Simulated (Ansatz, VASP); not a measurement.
## HfN: VASP beside Ansatz

```
Hf N
1.0
     0.00000    2.32677    2.32677
     2.32677    0.00000    2.32677
     2.32677    2.32677    0.00000
Hf N
1 1
Direct
  0.00000 0.00000 0.00000
  0.50000 0.50000 0.50000
```

Change from the starting cell: strain +0.030 along x and y, +0.030 along z, atoms carried along.

Alike in both runs: task single point; functional PBE; k mesh 18 × 18 × 18; occupations gaussian, width 0.15 eV; no spin polarisation.

|  | VASP | Ansatz |
| --- | --- | --- |
| version | VASP 6.6.1 | Ansatz 0.2.0 |
| potentials or method | VASP PAW PBE potentials, release 64 (Hf_pv, N), cutoff 520 eV | scalar-relativistic, plane waves, PAW |
| valence electrons in the cell | 15 | 31 |

|  | VASP | Ansatz | Ansatz less VASP |
| --- | --- | --- | --- |
| gap on the k mesh at the Fermi level (eV) | none | none | - |
| pressure (GPa) | -17.7 | -15.6 | +2.09 |

A gap of «none» marks a metal or a gap that the smearing closes. The functional is the same, so the differences come from potentials, cutoffs and numerics. VASP's potentials hold 15 valence electrons a cell and Ansatz's 31, so a difference there can come from the potentials and not from the codes.

Neither program's run includes spin-orbit coupling.
